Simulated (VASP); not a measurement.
Set up this calculation in VASP 6.6.1, as the native input.

```
Task                   : single point
Functional             : PBEsol
Potentials or basis    : VASP PAW PBE potentials, release 64 (Bi_d)
Cutoff                 : 500 eV
k mesh                 : 9 × 9 × 9
Occupations            : fermi-dirac, width 0.1 eV
Spin                   : no spin polarisation
Dipole correction      : no
Further INCAR settings : ALGO = Normal; EDIFF = 1e-06; NBANDS = 14
```

The structure of Bi lies in POSCAR:

```
Bi
1.0
   -1.7899884484      1.7899884484      1.7899884484
    1.7899884484     -1.7899884484      1.7899884484
    1.7899884484      1.7899884484     -1.7899884484
Bi
1
Direct
    0.0000000000      0.0000000000      0.0000000000
```

This isn't the form of Bi at room conditions, which is rhombohedral.

One way to write it, as run:

INCAR

```
PREC = Accurate
ENCUT = 500
EDIFF = 1E-6
ISMEAR = -1
SIGMA = 0.1
LREAL = False
LASPH = True
NELM = 120
ALGO = Normal
ISIF = 2
LWAVE = False
LCHARG = False
GGA = PS
NBANDS = 14
GGA_COMPAT = False
```

KPOINTS

```
regular mesh
0
Gamma
  9 9 9
```

Potentials or basis: VASP PAW PBE potentials, release 64 (Bi_d).

Launch:

```console
$ cat potpaw_PBE.64/Bi_d/POTCAR > POTCAR
$ mpirun -np 1 vasp_std > vasp.out
```

Results of the run:

The pressure is 29.9 GPa and the band gap on the k mesh is zero (an odd number of electrons rules out a gap without spin polarisation).

Caveat: the cell stands under pressure; the PAW data sets were made with another functional, which shifts forces and pressure a little; spin-orbit coupling is left out, which moves the levels of the heavy elements.

Wall time 6 s on 1 thread of Intel(R) Xeon(R) Platinum 8488C (Sapphire Rapids), on a shared host, peak memory 0.14 GiB.
